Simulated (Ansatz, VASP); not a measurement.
## One calculation of TaN, two programs

The input INCAR:

```
  PREC = Accurate
  ENCUT = 520
  EDIFF = 1E-6
  ISMEAR = 0
  SIGMA = 0.05
  LREAL = False
  LASPH = True
  NELM = 150
  ALGO = Normal
  ISIF = 2
  LWAVE = False
  LCHARG = False
  LMAXMIX = 4
  LDAU = True
  LDAUTYPE = 2
  LDAUL = 2 -1
  LDAUU = 4 0
  LDAUJ = 0 0
  LDAUPRINT = 1
  GGA = CA
  NBANDS = 33
```

File KPOINTS:

```
Automatic mesh
0
Gamma
  4 4 7
```

Contents of POSCAR:

```
TaN
1.0
    5.1850002000      0.0000000000      0.0000000000
   -2.5925001000      4.4903418900      0.0000000000
    0.0000000000      0.0000000000      2.9080005300
Ta N
3 3
Direct
    0.0000000000      0.0000000000      0.0000000000
    0.3333333333      0.6666666667      0.5000000000
    0.6666666667      0.3333333333      0.5000000000
    0.5000000000      0.0000000000      0.0000000000
    0.5000000000      0.5000000000      0.0000000000
    0.0000000000      0.5000000000      0.0000000000
```

Input for Ansatz:

```yaml
crystal:
  lattice:
    - [5.1850002, 0.0, 0.0]
    - [-2.5925001, 4.49034189, 0.0]
    - [0.0, 0.0, 2.90800053]
  atoms:
    - { symbol: Ta, position: [0.0, 0.0, 0.0] }
    - { symbol: Ta, position: [0.3333333333, 0.6666666667, 0.5] }
    - { symbol: Ta, position: [0.6666666667, 0.3333333333, 0.5] }
    - { symbol: "N", position: [0.5, 0.0, 0.0] }
    - { symbol: "N", position: [0.5, 0.5, 0.0] }
    - { symbol: "N", position: [0.0, 0.5, 0.0] }
basis:
  ecutwfc: 420
  ecutrho_ratio: 4
kpoints:
  mp_grid: { grid: [4, 4, 7] }
hamiltonian:
  xc: lda
  hubbard:
    sites:
      - { site: 0, l: d, u_eff: 4.0 }
      - { site: 1, l: d, u_eff: 4.0 }
      - { site: 2, l: d, u_eff: 4.0 }
scf:
  occupations: { method: gaussian, width: 0.05 }
  lower_state_search: "off"
  max_iter: 150
output:
  forces: true
  stress: true
  eigenvalues: true
  populations: true
  hubbard: { sites: [{ site: 0, l: d }, { site: 1, l: d }, { site: 2, l: d }] }
```

Alike in both runs: task single point; functional LDA; k mesh 4 × 4 × 7; occupations gaussian, width 0.05 eV; no spin polarisation; Hubbard terms Ta d U = 4.0 eV.

|  | VASP | Ansatz |
| --- | --- | --- |
| version | VASP 6.6.1 | Ansatz 0.2.0 |
| potentials or method | VASP PAW LDA potentials, release 64 (Ta_pv, N), cutoff 520 eV | scalar-relativistic, plane waves, PAW |
| valence electrons in the cell | 48 | 54 |

Ansatz gave:

| Property | Result |
| --- | --- |
| gap on the k mesh at the Fermi level (eV) | none |
| pressure (GPa) | -1.2 |
| traceless stress, the component that is largest in VASP (GPa) | -3.45 |

Question: Which values does VASP return?

Answer: gap on the k mesh at the Fermi level (eV): none; pressure (GPa): 9.0; traceless stress, the component that is largest in VASP (GPa): 1.06.

LDA's correlation is that of Perdew and Zunger in VASP and of Perdew and Wang (1992) in Ansatz. The programs project onto different local orbitals, so the same U acts differently, and such runs can settle in different states. A gap of «none» marks a metal or a gap that the smearing closes. VASP's potentials hold 48 valence electrons a cell and Ansatz's 54, so a difference there can come from the potentials and not from the codes. Ansatz's warnings: filled band counts differ across k points.

Neither program's run includes spin-orbit coupling.
